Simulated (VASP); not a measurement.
A run of VASP 6.6.1:

INCAR

```
ALGO = Fast ; EDIFF = 1E-7
ENCUT = 520 ; GGA = PS
ISIF = 2 ; ISMEAR = 0
LASPH = T ; LCHARG = F
LREAL = F ; LWAVE = F
NBANDS = 60 ; NELM = 80
PREC = Accurate ; SIGMA = 0.15
```

The input KPOINTS:

```
k-points
0
Gamma
  18 18 4
```

Contents of POSCAR:

```
W2N
1.0
    2.9425875241      0.0000000000      0.0000000000
   -1.4712937620      2.5483555487      0.0000000000
    0.0000000000      0.0000000000     17.0153918942
W N
6 3
Direct
    0.0000000000      0.0000000000      0.0759303586
    0.0000000000      0.0000000000      0.9240696414
    0.3333333333      0.6666666667      0.2625177094
    0.6666666667      0.3333333333      0.7374822906
    0.3333333333      0.6666666667      0.4176067748
    0.6666666667      0.3333333333      0.5823932252
    0.0000000000      0.0000000000      0.5000000000
    0.3333333333      0.6666666667      0.1506839328
    0.6666666667      0.3333333333      0.8493160672
```

Potentials or basis: VASP PAW PBE potentials, release 64 (W_sv, N).

The run is started by

```console
$ cat potpaw_PBE.64/W_sv/POTCAR potpaw_PBE.64/N/POTCAR > POTCAR
$ mpirun -np 1 vasp_std > vasp.out
```

Hardware: 1 thread of Oxide Virtual Turin-like Processor, with other jobs on the host.

Problem. Estimate the wall time of this run.

Solution. Wall time 37 min on 1 thread of Oxide Virtual Turin-like Processor, with other jobs on the host, peak memory 0.76 GiB. Counts: scf iterations 26, k points 138.
